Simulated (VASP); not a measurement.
# NaH (P6_3/mmc) in VASP: single point with HSE06

Aim: the single point of NaH with HSE06.

Everything below comes from runs of VASP 6.6.1. Logs are shortened: lines on timing, memory, paths and dates and some standing lists are left out, and cuts for length are marked.

### Step 1. The cell of the first run

The structure is hexagonal, space group P6_3/mmc (No. 194). The conventional cell has a = 3.953 Å, b = 3.953 Å, c = 4.828 Å, α = 90.00°, β = 90.00°, γ = 120.00°. Na (site symmetry -6m2) has 5 H at 2.28 to 2.41 Å within 3.0 Å. Within 3.0 Å of H (site symmetry -6m2) lie 5 Na at 2.28 to 2.41 Å.

### Step 2. Single point, HSE06

File POSCAR:

```
NaH
1.0
    3.9532815480      0.0000000000      0.0000000000
   -1.9766407740      3.4236422489      0.0000000000
    0.0000000000      0.0000000000      4.8282923038
Na H
2 2
Direct
    0.3333333333      0.6666666667     -0.0624996820
    0.6666666667      0.3333333333      0.4375003180
    0.3333333333      0.6666666667      0.4374996820
    0.6666666667      0.3333333333      0.9374996820
```

File INCAR.step1:

```
PREC = Accurate
ENCUT = 520
EDIFF = 1E-5
ISMEAR = 0
SIGMA = 0.01
LREAL = F
LASPH = T
NELM = 80
ALGO = Normal
ISIF = 2
LWAVE = T
LCHARG = F
NBANDS = 16
GGA = PE
```

File INCAR.step2:

```
PREC = Accurate
ENCUT = 520
EDIFF = 1E-6
ISMEAR = 0
SIGMA = 0.01
LREAL = F
LASPH = T
NELM = 80
ALGO = Normal
ISIF = 2
LWAVE = F
LCHARG = F
GGA = PE
LHFCALC = T
HFSCREEN = 0.2079
PRECFOCK = Normal
NBANDS = 16
ISTART = 1
```

File KPOINTS:

```
Automatic mesh
0
Gamma
  6 6 4
```

Potentials or basis: VASP PAW PBE potentials, release 64 (Na_pv, H).

Command:

```
> cat potpaw_PBE.64/Na_pv/POTCAR potpaw_PBE.64/H/POTCAR > POTCAR
> cp INCAR.step1 INCAR
> mpirun -np 1 vasp_std > vasp.out
> cp INCAR.step2 INCAR
> mpirun -np 1 vasp_std > vasp.out
```

OUTCAR:

```text
PREC = Accurate
   ENCUT = 520
   EDIFF = 1E-6
   ISMEAR = 0
   LREAL = F
   LASPH = T
   NELM = 80
   ISIF = 2
   GGA = PE
   LHFCALC = T
   HFSCREEN = 0.2079
   PRECFOCK = Normal
   ISTART = 1

 ion  position               nearest neighbor table
   1  0.333  0.667  0.938-
   2  0.667  0.333  0.438-
   3  0.333  0.667  0.437-
   4  0.667  0.333  0.937-

  LATTYP: Found a hexagonal cell.
 ALAT       =     3.9532815480
 C/A-ratio  =     1.2213378291

  Lattice vectors:

 A1 = (   3.9532815480,   0.0000000000,   0.0000000000)
 A2 = (  -1.9766407740,   3.4236422489,   0.0000000000)
 A3 = (   0.0000000000,   0.0000000000,   4.8282923038)

Analysis of symmetry for initial positions (statically):
=====================================================================
 Subroutine PRICEL returns:
 Original cell was already a primitive cell.

 Routine SETGRP: Setting up the symmetry group for a
 hexagonal supercell.

 Subroutine GETGRP returns: Found 24 space group operations
 (whereof  6 operations were pure point group operations)
 out of a pool of 24 trial point group operations.

The static configuration has the point symmetry C_3v.
 The point group associated with its full space group is D_6h.

Analysis of symmetry for dynamics (positions and initial velocities):
=====================================================================
 Subroutine PRICEL returns:
 Original cell was already a primitive cell.

 Routine SETGRP: Setting up the symmetry group for a
 hexagonal supercell.

 Subroutine GETGRP returns: Found 24 space group operations
 (whereof  6 operations were pure point group operations)
 out of a pool of 24 trial point group operations.

The dynamic configuration has the point symmetry C_3v.
 The point group associated with its full space group is D_6h.

 Subroutine INISYM returns: Found 24 space group operations
 (whereof  6 operations are pure point group operations),
 and found     1 'primitive' translations

----------------------------------------------------------------------------------------

                                     Primitive cell

  volume of cell :      65.3491

  direct lattice vectors                    reciprocal lattice vectors
     3.953281548  0.000000000  0.000000000     0.252954410  0.146043296  0.000000000
    -1.976640774  3.423642249  0.000000000     0.000000000  0.292086593  0.000000000
     0.000000000  0.000000000  4.828292304     0.000000000  0.000000000  0.207112564

  length of vectors
     3.953281548  3.953281548  4.828292304     0.292086593  0.292086593  0.207112564

  position of ions in fractional coordinates (direct lattice)
     0.333333333  0.666666667  0.937500318
     0.666666667  0.333333333  0.437500318
     0.333333333  0.666666667  0.437499682
     0.666666667  0.333333333  0.937499682

  ion indices of the primitive-cell ions
   primitive index   ion index
                 1           1
                 2           2
                 3           3
                 4           4

----------------------------------------------------------------------------------------

 KPOINTS: Automatic mesh

Automatic generation of k-mesh.
 Grid dimensions read from file:
 generate k-points for:    6    6    4

 Generating k-lattice:

  Cartesian coordinates                     Fractional coordinates (reciprocal lattice)
     0.042159068  0.024340549  0.000000000     0.166666667 -0.000000000  0.000000000
     0.000000000  0.048681099  0.000000000     0.000000000  0.166666667  0.000000000
     0.000000000  0.000000000  0.051778141     0.000000000  0.000000000  0.250000000

  Length of vectors
     0.048681099  0.048681099  0.051778141

  Shift w.r.t. Gamma in fractional coordinates (k-lattice)
     0.000000000  0.000000000  0.000000000

 Subroutine IBZKPT returns following result:
 ===========================================

 Found     21 irreducible k-points:

 Following reciprocal coordinates:
            Coordinates               Weight
  0.000000  0.000000  0.000000      1.000000
  0.166667  0.000000  0.000000      6.000000
  0.333333 -0.000000  0.000000      6.000000
  0.500000  0.000000  0.000000      3.000000
  0.166667  0.166667  0.000000      6.000000
  0.333333  0.166667  0.000000     12.000000
[... 13 lines left out ...]
  0.333333  0.166667  0.500000     12.000000
  0.333333  0.333333  0.500000      2.000000
   k-points           NKPTS =     21   k-points in BZ     NKDIM =    144   number of bands    NBANDS=     16
   number of dos      NEDOS =    301   number of ions     NIONS =      4
   total plane-waves  NPLWV =  32400
   dimension x,y,z NGX =    30 NGY =   30 NGZ =   36
   dimension x,y,z NGXF=    60 NGYF=   60 NGZF=   72
   ions per type =               2   2
   NGX,Y,Z   is equivalent  to a cutoff of  12.62, 12.62, 12.40 a.u.
   NGXF,Y,Z  is equivalent  to a cutoff of  25.23, 25.23, 24.79 a.u.
 SYSTEM =  unknown system
   PREC   = accura    normal or accurate (medium, high low for compatibility)
   ISTART =      1    job   : 0-new  1-cont  2-samecut
   ICHARG =      0    charge: 1-file 2-atom 10-const
   ISPIN  =      1    spin polarized calculation?
   LNONCOLLINEAR =      F non collinear calculations
   LSORBIT =      F    spin-orbit coupling
   LASPH  =      T    aspherical Exc in radial PAW
   ENCUT  =  520.0 eV  38.22 Ry    6.18 a.u.   7.35  7.35  8.98*2*pi/ulx,y,z
   NELM   =     80;   NELMIN=  2; NELMDL=  0     # of ELM steps
   EDIFF  = 0.1E-05   stopping-criterion for ELM
   LREAL  =      F    real-space projection
   EDIFFG = 0.1E-04   stopping-criterion for IOM
   NSW    =      0    number of steps for IOM
   IBRION =     -1    ionic relax: 0-MD 1-quasi-New 2-CG
   NFREE  =      0    steps in history (QN), initial steepest desc. (CG)
   ISIF   =      2    stress and relaxation
   ISYM   =      3    0-nonsym 1-usesym 2-fastsym
   POTIM  = 0.5000    time-step for ionic-motion
   TEBEG  =    0.0;   TEEND  =   0.0 temperature during run
   PSTRESS=    0.0 pullay stress
   NELECT =      16.0000    total number of electrons
   NUPDOWN=      -1.0000    fix difference up-down
   EMIN   =  10.00;   EMAX   =-10.00  energy-range for DOS
   EFERMI =   0.00;   METHOD = LEGACY
   ISMEAR =     0;   SIGMA  =   0.01  broadening in eV -4-tet -1-fermi 0-gaus
   EFERMI_NEDOS =   21; number of points for ismear=-14 and -15
   IALGO  =     38    algorithm
   IMIX   =      1    mixing-type and parameters
     AMIX     =   0.40;   BMIX     =  1.00
     AMIX_MAG =   1.60;   BMIX_MAG =  1.00
  volume/ion in A,a.u.               =      16.34       110.25
  Fermi-wavevector in a.u.,A,eV,Ry     =   1.024161  1.935384 14.271231  1.048906
  Thomas-Fermi vector in A             =   2.157933
   LORBIT       =      0    0 simple, 1 ext, 2 COOP (PROOUT), +10 PAW based schemes
   GGA     = PE    functional components
   LHFCALC =     T    Hartree Fock is set to
   PRECFOCK=normal    Normal, Fast or Accurate (Low or Medium for compatibility)
   ENCUT4O =  -1.0   cutoff for four orbital integrals eV
   NKREDX  =     1    reduce k-point grid by
   NKREDY  =     1    reduce k-point grid by
   NKREDZ  =     1    reduce k-point grid by
   AEXX    =    0.2500 exact exchange contribution
   HFSCREEN=    0.2079 screening length (either q_TF or 0.3 A-1)
   HFSCREENC=   0.2079 screening length for correlation (either q_TF or 0.3 A-1)
   ENCUTFOCK=  -1.0 apply spherical cutoff to Coloumb kernel
   IVDW    =     0    specifies the selected vdW correction
   LEPSILON=     F    determine dielectric tensor
   LRPA    =     F    only Hartree local field effects (RPA)
 non-spin polarized calculation
 Gauss-broadening in eV      SIGMA  =   0.01
  energy-cutoff  :      520.00
  volume of cell :       65.35
 maximum number of plane-waves:      1794
 NGX is ok and might be reduce to    30
  NGX = 24; NGY = 24; NGZ = 28

 number of electron      16.0000024 magnetization

 Free energy of the ion-electron system (eV)
  ---------------------------------------------------
  ext. energy  EPLUGINS =         0.00000000
  ---------------------------------------------------
  free energy    TOTEN  =       -11.41301807 eV

  energy without entropy =      -11.41301807  energy(sigma->0) =      -11.41301807

 E-fermi :  -2.0186     XC(G=0):  -5.9815

 val. band max:       -2.1417714323   @ k =   0.1667   0.0000   0.0000
 cond. band min:       2.1186475968   @ k =   0.3333   0.3333   0.0000
 fundamental gap:      4.2604190291
 Fermi energy:        -2.0185547925

 k-point     1 :       0.0000    0.0000    0.0000
  band No.  band energies     occupation
      1     -26.7377      2.00000
      2     -26.7024      2.00000
      3     -26.7024      2.00000
      4     -26.6765      2.00000
      5     -26.6765      2.00000
      6     -26.6578      2.00000
[... 8 lines left out ...]
     15       9.8414      0.00000
     16      14.7200      0.00000

 k-point     2 :       0.1667    0.0000    0.0000
  band No.  band energies     occupation
      1     -26.7325      2.00000
      2     -26.7062      2.00000
      3     -26.7049      2.00000
      4     -26.6819      2.00000
      5     -26.6758      2.00000
      6     -26.6621      2.00000
[... 8 lines left out ...]
     15      11.9370      0.00000
     16      12.5967      0.00000

 k-point     3 :       0.3333   -0.0000    0.0000
  band No.  band energies     occupation
      1     -26.7193      2.00000
      2     -26.7140      2.00000
      3     -26.7095      2.00000
      4     -26.6922      2.00000
      5     -26.6749      2.00000
      6     -26.6734      2.00000
[... 8 lines left out ...]
     15      11.3592      0.00000
     16      12.5686      0.00000
[... 305 lines left out ...]
 k-point    20 :       0.3333    0.1667    0.5000
  band No.  band energies     occupation
      1     -26.7359      2.00000
      2     -26.7359      2.00000
      3     -26.6959      2.00000
      4     -26.6959      2.00000
      5     -26.6673      2.00000
      6     -26.6673      2.00000
[... 8 lines left out ...]
     15      13.3318      0.00000
     16      13.3318      0.00000

 k-point    21 :       0.3333    0.3333    0.5000
  band No.  band energies     occupation
      1     -26.7372      2.00000
      2     -26.7372      2.00000
      3     -26.6993      2.00000
      4     -26.6993      2.00000
      5     -26.6650      2.00000
      6     -26.6650      2.00000
[... 8 lines left out ...]
     15      13.8705      0.00000
     16      13.8705      0.00000

------------------------ aborting loop because EDIFF is reached ----------------------------------------

  FORCE on cell =-STRESS in cart. coord.  units (eV):
  Direction    XX          YY          ZZ          XY          YZ          ZX
  --------------------------------------------------------------------------------------
  -------------------------------------------------------------------------------------
  Total        0.0449397      0.0449397      0.0525064      0.0000000     -0.0000000      0.0000000
  in kB        1.1017961      1.1017961      1.2873100      0.0000000     -0.0000000      0.0000000
  external PRESSURE =       1.1636341 kB  Pullay stress =       0.0000000 kB

 VOLUME and BASIS-vectors are now :
 -----------------------------------------------------------------------------
  energy-cutoff  :      520.00
  volume of cell :       65.35
      direct lattice vectors                 reciprocal lattice vectors
     3.953281548  0.000000000  0.000000000     0.252954410  0.146043296  0.000000000
    -1.976640774  3.423642249  0.000000000     0.000000000  0.292086593  0.000000000
     0.000000000  0.000000000  4.828292304     0.000000000  0.000000000  0.207112564

 POSITION                                       TOTAL-FORCE (eV/Angst)
 -----------------------------------------------------------------------------------
     -0.00000      2.28243      4.52653        -0.000000      0.000000      0.000000
      1.97664      1.14121      2.11238         0.000000     -0.000000     -0.000000
     -0.00000      2.28243      2.11238         0.000000     -0.000000      0.000000
      1.97664      1.14121      4.52652         0.000000      0.000000      0.000000
 -----------------------------------------------------------------------------------
    total drift:                                0.000000      0.000000      0.000193

  FREE ENERGIE OF THE ION-ELECTRON SYSTEM (eV)
  ---------------------------------------------------
  free  energy   TOTEN  =       -11.4130180724 eV

  energy  without entropy=      -11.4130180724  energy(sigma->0) =      -11.41301807
```

It took 18 min on 1 thread of Intel Xeon 6975P-C (Granite Rapids), shared host; peak memory 0.29 GiB.

Results:

| Item | Value |
| --- | --- |
| Free energy | -11.4130 eV |
| Pressure | 0.1 GPa |
| Band gap on the k mesh | 4.26 eV (least direct gap 5.25 eV) |

Caveat: the structure was generated, so it needn't be the stable form of NaH; the PAW data sets were made with another functional, which shifts forces and pressure a little. A k mesh can miss the band edges.
